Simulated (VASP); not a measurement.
Pt3W, 4 atoms in the cell. It takes space group I4/mmm (No. 139, tetragonal). Conventional cell: a = 3.896 Å, b = 3.896 Å, c = 8.037 Å, α = 90.00°, β = 90.00°, γ = 90.00°. Pt (site symmetry -4m2) has 8 Pt at 2.75 to 2.80 Å and 4 W at 2.80 Å within 3.6 Å. Pt (site symmetry 4/mmm) has 4 W at 2.75 Å and 8 Pt at 2.80 Å within 3.6 Å. W (site symmetry 4/mmm) has 12 Pt at 2.75 to 2.80 Å within 3.6 Å. 

- Program: VASP 6.6.1
- Task: single point
- Functional: PBEsol
- Potentials or basis: VASP PAW PBE potentials, release 64 (Pt, W_sv)
- Cutoff: 520 eV
- k mesh: 6 × 6 × 6
- Occupations: gaussian, width 0.1 eV
- Spin: no spin polarisation
- Dipole correction: no
- Further INCAR settings: ALGO = Normal; EDIFF = 1e-06; NBANDS = 30

Potentials or basis: VASP PAW PBE potentials, release 64 (Pt, W_sv).

Launch:

```console
$ cat potpaw_PBE.64/Pt/POTCAR potpaw_PBE.64/W_sv/POTCAR > POTCAR
$ mpirun -np 1 vasp_std > vasp.out
```

Hardware: 1 thread of Intel(R) Xeon(R) Platinum 8488C (Sapphire Rapids) (shared host).

Problem. How long does it take, and how much memory?

Solution. Wall time 34 s on 1 thread of Intel(R) Xeon(R) Platinum 8488C (Sapphire Rapids) (shared host), peak memory 0.22 GiB. Counts: scf iterations 14, k points 30.
